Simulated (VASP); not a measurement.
Runs of VASP 6.6.1 on Pb. The structure is that of space group Fm-3m (No. 225), or close to it. The cells are those of the table. 

```tsv
task	cell	k mesh	cutoff (eV)	smearing	gap on the mesh (eV)	pressure (GPa)	relaxed volume (Å³/atom)
single point	a = 3.489 Å, angles 60.0°, 1 atom	16 × 16 × 16	520	fermi-dirac 0.15 eV	none	-0.1	-
single point	a = 3.489 Å, angles 60.0°, 1 atom	14 × 14 × 14	520	gaussian 0.1 eV	none	-0.1	-
relaxation of cell and atoms	relaxed from a = 3.500 Å, angles 60.0°, 1 atom	14 × 14 × 14	600	gaussian 0.1 eV	none	0.0	(a)
relaxation of cell and atoms	relaxed from a = 3.489 Å, angles 60.0°, 1 atom	16 × 16 × 16	600	fermi-dirac 0.15 eV	none	0.0	30.04
```

Alike in all rows: level PBEsol; potentials or basis VASP PAW PBE potentials, release 64 (Pb_d); no spin polarisation.

Q: Estimate the missing entries.

A: (a) 30.03.

Caveats: the PAW data sets were made with another functional, which shifts forces and pressure a little; spin-orbit coupling is left out, which moves the levels of the heavy elements.

A k mesh can miss the band edges, and the runs leave out spin-orbit coupling on Pb.

A gap of «none» marks levels without a gap at the run's occupations.
